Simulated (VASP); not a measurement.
# Ir: relaxation of cell and atoms with LDA

The system is Ir.

```xyz
2
Lattice="0.0000 2.6731 2.6731 2.6731 0.0000 2.6731 2.6731 2.6731 0.0000" Properties=species:S:1:pos:R:3 pbc="T T T"
Ir    0.6683    0.6683    0.6683
Ir    4.6780    4.6780    4.6780
```

```
Program                : VASP 6.6.1
Task                   : relaxation of cell and atoms
Functional             : LDA
Potentials or basis    : VASP PAW LDA potentials, release 64 (Ir)
Cutoff                 : 600 eV
k mesh                 : 10 × 10 × 10
Occupations            : fermi-dirac, width 0.1 eV
Spin                   : no spin polarisation
Dipole correction      : no
Further INCAR settings : ALGO = Normal; EDIFF = 1e-07; IBRION = 2; EDIFFG = -0.01; NSW = 80; ISIF = 3
```

```
Relaxed volume                         : 20.56 Å³/atom
Relaxed cell                           : a = 3.874 Å, b = 3.874 Å, c = 3.874 Å, α = 60.00°, β = 60.00°, γ = 60.00°
Space group after relaxing (to 0.05 Å) : Fd-3m (No. 227)
Energy gained by relaxing              : 78.8 meV/atom
Ionic steps                            : 16
Pressure after relaxing                : 0.1 GPa
Band gap on the k mesh                 : zero (band 9 reaches 6.65 eV, above the bottom of band 10 at 4.92 eV)
```

Step by step:
```csv
step,energy change (eV),largest force (eV/Å),pressure (GPa),volume (Å³)
1,0.0000,0.0000,18.49,38.20
2,0.9883,0.0000,-27.49,51.73
3,-0.1562,0.0000,-1.48,41.43
4,-0.1576,0.0000,-0.16,41.16
5,-0.1576,0.0000,0.15,41.10
6,-0.1576,0.0000,0.15,41.10
7,-0.1576,0.0000,0.13,41.10
8,-0.1576,0.0000,0.13,41.10
9,-0.1576,0.0000,0.13,41.10
10,-0.1576,0.0000,0.13,41.11
11,-0.1576,0.0000,0.13,41.11
12,-0.1576,0.0000,0.13,41.11
13,-0.1576,0.0000,0.13,41.11
14,-0.1576,0.0000,0.12,41.11
15,-0.1576,0.0000,0.10,41.11
16,-0.1576,0.0000,0.08,41.11
```

Final structure:
```cif
data_structure
_symmetry_space_group_name_H-M 'P 1'
_symmetry_Int_Tables_number 1
_cell_length_a 3.8741
_cell_length_b 3.8741
_cell_length_c 3.8741
_cell_angle_alpha 60.000
_cell_angle_beta 60.000
_cell_angle_gamma 60.000
_cell_volume 41.11
loop_
_atom_site_label
_atom_site_type_symbol
_atom_site_fract_x
_atom_site_fract_y
_atom_site_fract_z
_atom_site_occupancy
Ir1 Ir 0.12500 0.12500 0.12500 1
Ir2 Ir 0.87500 0.87500 0.87500 1
```

Levels at points of the mesh, in eV from the Fermi level:
```tsv
k point	band 7	band 8	band 9	band 10	band 11	band 12
(0.00, 0.00, 0.00)	-1.86	-1.86	-1.86	0.91	0.91	11.05
(0.50, 0.00, 0.00)	-2.09	-1.02	-1.02	0.29	0.29	1.52
(0.50, 0.50, 0.00)	-2.61	-2.61	0.62	0.62	2.07	2.07
```

Run time: 90 s on 1 thread of AMD EPYC 9R45 96-Core Processor (Zen 5), with other jobs on the host, peak memory 0.14 GiB.

Caveat: spin-orbit coupling is left out, which moves the levels of the heavy elements.
